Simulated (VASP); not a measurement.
Ge, 2 atoms in the cell. Symmetry: Fd-3m, No. 227, cubic system. Conventional cell: a = 5.620 Å, b = 5.620 Å, c = 5.620 Å, α = 90.00°, β = 90.00°, γ = 90.00°. Ge (site symmetry -43m) has 4 Ge at 2.43 Å within 3.2 Å. 

* Program: VASP 6.6.1
* Task: single point
* Functional: r2SCAN
* Potentials or basis: VASP PAW PBE potentials, release 64 (Ge_d)
* Cutoff: 520 eV
* k mesh: 8 × 8 × 8
* Occupations: fermi-dirac, width 0.05 eV
* Spin: no spin polarisation
* Dipole correction: no
* Further INCAR settings: ALGO = Normal; EDIFF = 1e-06; NBANDS = 21

Potentials or basis: VASP PAW PBE potentials, release 64 (Ge_d).

Run with:

```sh
$ cat potpaw_PBE.64/Ge_d/POTCAR > POTCAR
$ cp INCAR.step1 INCAR
$ mpirun -np 1 vasp_std > vasp.out
$ cp INCAR.step2 INCAR
$ mpirun -np 1 vasp_std > vasp.out
```

Hardware: 1 thread of Intel(R) Xeon(R) Platinum 8488C (Sapphire Rapids), on a shared host.

Problem. How long does it take, and how much memory?

Solution. Wall time 2.4 min on 1 thread of Intel(R) Xeon(R) Platinum 8488C (Sapphire Rapids), with other jobs on the host, peak memory 0.17 GiB. Counts: k points 29.
